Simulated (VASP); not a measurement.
A run of VASP 6.6.1:

The input INCAR:

```
SYSTEM = Al
  ALGO = Fast
  EDIFF = 1E-7
  ENCUT = 520
  GGA = CA
  ISIF = 2
  ISMEAR = -1
  LASPH = .TRUE.
  LCHARG = .TRUE.
  LELF = .TRUE.
  LREAL = .FALSE.
  LVHAR = .TRUE.
  LWAVE = .FALSE.
  NBANDS = 8
  NELM = 80
  PREC = Accurate
  SIGMA = 0.05
```

File KPOINTS:

```
k-points
0
G
  12 12 12
  0 0 0
```

POSCAR

```
Al
1.0
   -1.6121581793      1.6121581793      1.6121581793
    1.6121581793     -1.6121581793      1.6121581793
    1.6121581793      1.6121581793     -1.6121581793
Al
1
Direct
    0.0000000000      0.0000000000      0.0000000000
```

Potentials or basis: VASP PAW LDA potentials, release 64 (Al).

Command:

```console
$ cat potpaw_LDA.64/Al/POTCAR > POTCAR
$ mpirun -np 1 vasp_std > vasp.out
```

Hardware: 1 thread of Intel Xeon 6975P-C (shared host).

**Question.** Estimate the wall time of this run.

**Answer.** It took 4.4 s on 1 thread of Intel Xeon 6975P-C, on a shared host, peak memory 0.12 GiB. Counts: scf iterations 11, k points 72.
